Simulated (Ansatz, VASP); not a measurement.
# One calculation of Mo3Pb, two programs

The input INCAR:

```
SYSTEM = Mo3Pb
ALGO = Normal
EDIFF = 1E-6
ENCUT = 520
GGA = PE
ISIF = 2
ISMEAR = 0
LASPH = .True.
LCHARG = .False.
LREAL = .False.
LWAVE = .False.
NBANDS = 36
NELM = 100
PREC = Accurate
SIGMA = 0.1
```

File KPOINTS:

```
k-points
0
Gamma
  6 6 6
  0 0 0
```

POSCAR

```
Mo3Pb
1.0
   -2.0354232050      2.0354232050      4.5466596267
    2.0354232050     -2.0354232050      4.5466596267
    2.0354232050      2.0354232050     -4.5466596267
Mo Pb
3 1
Direct
    0.5000000000      0.5000000000      0.0000000000
    0.2500000000      0.7500000000      0.5000000000
    0.7500000000      0.2500000000      0.5000000000
    0.0000000000      0.0000000000      0.0000000000
```

Input for Ansatz:

```yaml
crystal:
  lattice:
    - [-2.035423205, 2.035423205, 4.5466596267]
    - [2.035423205, -2.035423205, 4.5466596267]
    - [2.035423205, 2.035423205, -4.5466596267]
  atoms:
    - { symbol: Mo, position: [0.5, 0.5, 0.0] }
    - { symbol: Mo, position: [0.25, 0.75, 0.5] }
    - { symbol: Mo, position: [0.75, 0.25, 0.5] }
    - { symbol: Pb, position: [0.0, 0.0, 0.0] }
basis:
  ecutwfc: 420
kpoints:
  mp_grid: { grid: [6, 6, 6] }
hamiltonian:
  xc: pbe
scf:
  occupations: { method: gaussian, width: 0.1 }
  lower_state_search: "off"
output:
  forces: true
  stress: true
  eigenvalues: true
```

Alike in both runs: task single point; functional PBE; k mesh 6 × 6 × 6; occupations gaussian, width 0.1 eV; no spin polarisation.

|  | VASP | Ansatz |
| --- | --- | --- |
| version | VASP 6.6.1 | Ansatz 0.2.0 |
| potentials or method | VASP PAW PBE potentials, release 64 (Mo_sv, Pb_d), cutoff 520 eV | scalar-relativistic, plane waves, PAW |
| valence electrons in the cell | 56 | 56 |

Ansatz gave:

* gap on the k mesh at the Fermi level (eV): none
* pressure (GPa): -12.1
* traceless stress, the component that is largest in VASP (GPa): -2.22

Problem. Estimate VASP's values.

Solution. gap on the k mesh at the Fermi level (eV): none; pressure (GPa): -11.9; traceless stress, the component that is largest in VASP (GPa): -2.21.

A gap of «none» marks a metal or a gap that the smearing closes. The functional is the same, so the differences come from potentials, cutoffs and numerics.

The k mesh is coarse, so the values compare programs but aren't converged. Spin-orbit coupling is off throughout.
